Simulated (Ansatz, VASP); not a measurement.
MgS: VASP beside Ansatz

File POSCAR:

```
MgS
1.0
    3.6454348056      0.0000000000      0.0000000000
   -1.8227174028      3.1570391495      0.0000000000
    0.0000000000      0.0000000000      6.1473560907
Mg S
2 2
Direct
    0.0000000000      0.0000000000      0.0000000000
    0.0000000000      0.0000000000      0.5000000000
    0.3333333333      0.6666666667      0.2500000000
    0.6666666667      0.3333333333      0.7500000000
```

Contents of INCAR.step1:

```
PREC = Accurate
ENCUT = 520
EDIFF = 1E-5
ISMEAR = 0
SIGMA = 0.01
LREAL = F
LASPH = T
NELM = 80
ALGO = Normal
ISIF = 2
LWAVE = T
NBANDS = 16
GGA = PE
```

File INCAR.step2:

```
PREC = Accurate
ENCUT = 520
EDIFF = 1E-6
ISMEAR = 0
SIGMA = 0.01
LREAL = F
LASPH = T
NELM = 80
ALGO = Normal
ISIF = 2
LWAVE = F
LCHARG = T
GGA = PE
LHFCALC = T
HFSCREEN = 0.2079
PRECFOCK = Normal
LELF = T
LVHAR = T
NBANDS = 16
ISTART = 1
```

KPOINTS

```
regular mesh
0
Gamma
  6 6 2
```

Input for Ansatz:

```yaml
crystal:
  lattice:
    - [3.6454348056, 0.0, 0.0]
    - [-1.8227174028, 3.1570391495, 0.0]
    - [0.0, 0.0, 6.1473560907]
  atoms:
    - { symbol: Mg, position: [0.0, 0.0, 0.0] }
    - { symbol: Mg, position: [0.0, 0.0, 0.5] }
    - { symbol: S, position: [0.3333333333, 0.6666666667, 0.25] }
    - { symbol: S, position: [0.6666666667, 0.3333333333, 0.75] }
kpoints:
  mp_grid: { grid: [6, 6, 2] }
hamiltonian:
  xc: hse06
scf:
  occupations: { method: fixed }
  n_extra_bands: 5
output:
  forces: true
  stress: true
  eigenvalues: true
```

Alike in both runs: task single point; functional HSE06; k mesh 6 × 6 × 2; no spin polarisation.

|  | VASP | Ansatz |
| --- | --- | --- |
| version | VASP 6.6.1 | Ansatz 0.2.0 |
| potentials or method | VASP PAW PBE potentials, release 64 (Mg, S) | plane waves, PAW |
| plane-wave cutoff (eV) | 520 | 420 |
| occupations | gaussian, width 0.01 eV | fixed |
| valence electrons in the cell | 16 | 32 |

|  | VASP | Ansatz | Ansatz less VASP |
| --- | --- | --- | --- |
| gap on the k mesh at the Fermi level (eV) | 4.42 | 4.46 | +0.049 |
| pressure (GPa) | -0.7 | -0.4 | +0.33 |
| traceless stress, the component that is largest in VASP (GPa) | -0.11 | -0.05 | +0.061 |

VASP's potentials hold 16 valence electrons a cell and Ansatz's 32, so a difference there can come from the potentials and not from the codes. Ansatz's warnings: stress exchange threshold loose, stress scf threshold loose.

The k mesh is coarse, so the values compare programs but aren't converged.
